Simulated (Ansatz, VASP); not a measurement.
# One calculation of Si2W, two programs

File INCAR:

```
SYSTEM = Si2W
PREC = Accurate
ENCUT = 520
EDIFF = 1E-7
ISMEAR = 0
SIGMA = 0.15
LREAL = .FALSE.
LASPH = .TRUE.
NELM = 60
ALGO = Normal
ISIF = 2
LWAVE = .FALSE.
LCHARG = .FALSE.
GGA = CA
NBANDS = 18
```

File KPOINTS:

```
Automatic mesh
0
G
  18 18 18
  0 0 0
```

POSCAR

```
Si2W
1.0
   -1.5493399447      1.5493399447      4.1076100613
    1.5493399447     -1.5493399447      4.1076100613
    1.5493399447      1.5493399447     -4.1076100613
Si W
2 1
Direct
    0.3668292265      0.3668292265      0.0000000000
    0.6331707735      0.6331707735      0.0000000000
    0.0000000000      0.0000000000      0.0000000000
```

Input for Ansatz:

```yaml
crystal:
  lattice:
    - [-1.5493399447, 1.5493399447, 4.1076100613]
    - [1.5493399447, -1.5493399447, 4.1076100613]
    - [1.5493399447, 1.5493399447, -4.1076100613]
  atoms:
    - { symbol: Si, position: [0.3668292265, 0.3668292265, 0.0] }
    - { symbol: Si, position: [0.6331707735, 0.6331707735, 0.0] }
    - { symbol: W, position: [0.0, 0.0, 0.0] }
basis:
  ecutwfc: 420
kpoints:
  mp_grid: { grid: [18, 18, 18] }
hamiltonian:
  xc: lda
  pseudopotentials: { kind: paw, azcp: { folder: soft_1 } }
scf:
  occupations: { method: gaussian, width: 0.15 }
output:
  forces: true
  stress: true
  eigenvalues: true
  write_density: true
  write_potential: true
  elf: true
  volumetric_format: npy
```

Alike in both runs: task single point; functional LDA; k mesh 18 × 18 × 18; occupations gaussian, width 0.15 eV; no spin polarisation.

|  | VASP | Ansatz |
| --- | --- | --- |
| version | VASP 6.6.1 | Ansatz 0.2.0 |
| potentials or method | VASP PAW LDA potentials, release 64 (Si, W_sv), cutoff 520 eV | scalar-relativistic, plane waves, PAW |
| valence electrons in the cell | 22 | 22 |

|  | VASP | Ansatz | Ansatz less VASP |
| --- | --- | --- | --- |
| gap on the k mesh at the Fermi level (eV) | none | none | - |
| pressure (GPa) | 23.2 | 22.4 | -0.79 |
| traceless stress, the component that is largest in VASP (GPa) | -4.16 | -3.73 | +0.428 |
| rms of the force components (eV/Å) | 2.972 | 2.964 | -0.0085 |

Ansatz warns that its potentials were made for another functional, while VASP's fit it. LDA's correlation is that of Perdew and Zunger in VASP and of Perdew and Wang (1992) in Ansatz. Atom by atom the forces differ by 0.009 eV/Å (rms over components). A gap of «none» marks a metal or a gap that the smearing closes.

Spin-orbit coupling is off throughout.
